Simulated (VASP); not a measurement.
**B: single point with r2SCAN**

The system is B.

```xyz
1
Lattice="0.0000 1.4277 1.4277 1.4277 0.0000 1.4277 1.4277 1.4277 0.0000" Properties=species:S:1:pos:R:3 pbc="T T T"
B     0.0000    0.0000    0.0000
```

| Property | Result |
| --- | --- |
| Program | VASP 6.6.1 |
| Task | single point |
| Functional | r2SCAN |
| Potentials or basis | VASP PAW PBE potentials, release 64 (B) |
| Cutoff | 520 eV |
| k mesh | 10 × 10 × 10 |
| Occupations | fermi-dirac, width 0.1 eV |
| Spin | no spin polarisation |

```
Pressure : -0.9 GPa
```

Levels at points of the mesh, in eV from the Fermi level:
```csv
k point,band 1,band 2,band 3,band 4
"(0.00, 0.00, 0.00)",-20.55,17.71,17.71,17.71
"(0.50, 0.00, 0.00)",-10.64,-6.05,14.49,14.49
"(0.50, 0.50, 0.00)",-7.62,-0.29,6.83,6.83
```

Wall time 6.1 s on 1 thread of Intel(R) Xeon(R) Platinum 8259CL CPU @ 2.50GHz (Skylake/Cascade Lake), on a shared host, peak memory 0.11 GiB.

Caveat: the k points lie up to 0.38 Å⁻¹ apart; the PAW data sets were made with another functional, which shifts forces and pressure a little.
